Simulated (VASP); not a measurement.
Write the native input for VASP 6.6.1 that does the following.

- Task: single point
- Functional: r2SCAN
- Potentials or basis: VASP PAW PBE potentials, release 64 (Na_pv, H)
- Cutoff: 550 eV
- k mesh: 6 × 6 × 6
- Occupations: fermi-dirac, width 0.02 eV
- Spin: no spin polarisation
- Dipole correction: no
- Further INCAR settings: ALGO = Normal; EDIFF = 1e-06; NBANDS = 11

NaH:

```xyz
2
Lattice="2.9751 0.0000 0.0000 0.0000 2.9751 0.0000 0.0000 0.0000 2.9156" Properties=species:S:1:pos:R:3 pbc="T T T"
Na    0.0000    0.0000    0.0000
H     1.4875    1.4875    1.4578
```

The input as run:

POSCAR

```
NaH
1.0
    2.9750916598      0.0000000000      0.0000000000
    0.0000000000      2.9750916598      0.0000000000
    0.0000000000      0.0000000000      2.9155898266
Na H
1 1
Direct
    0.0000000000      0.0000000000      0.0000000000
    0.5000000000      0.5000000000      0.5000000000
```

INCAR.step1

```
SYSTEM = NaH
PREC = Accurate
ENCUT = 550
ISMEAR = -1
SIGMA = 0.02
LREAL = .FALSE.
LASPH = .TRUE.
NELM = 120
NBANDS = 11
GGA = PE
ALGO = Normal
EDIFF = 1E-5
LWAVE = .TRUE.
LCHARG = .FALSE.
GGA_COMPAT = .FALSE.
```

INCAR.step2

```
SYSTEM = NaH
PREC = Accurate
ENCUT = 550
EDIFF = 1E-6
ISMEAR = -1
SIGMA = 0.02
LREAL = .FALSE.
LASPH = .TRUE.
NELM = 120
ALGO = Normal
ISIF = 2
LWAVE = .FALSE.
LCHARG = .FALSE.
METAGGA = R2SCAN
LMIXTAU = .TRUE.
NBANDS = 11
ISTART = 1
GGA_COMPAT = .FALSE.
```

KPOINTS

```
Automatic mesh
0
G
  6 6 6
  0 0 0
```

Potentials or basis: VASP PAW PBE potentials, release 64 (Na_pv, H).

Run with:

```console
$ cat potpaw_PBE.64/Na_pv/POTCAR potpaw_PBE.64/H/POTCAR > POTCAR
$ cp INCAR.step1 INCAR
$ mpirun -np 1 vasp_std > vasp.out
$ cp INCAR.step2 INCAR
$ mpirun -np 1 vasp_std > vasp.out
```

Results of the run:

The pressure is -0.9 GPa and the band gap on the k mesh is 1.53 eV (least direct gap 5.07 eV).

Caveat: the PAW data sets were made with another functional, which shifts forces and pressure a little.

It took 28 s on 1 thread of Intel(R) Xeon(R) Platinum 8559C (Emerald Rapids), with other jobs on the host, peak memory 0.14 GiB.
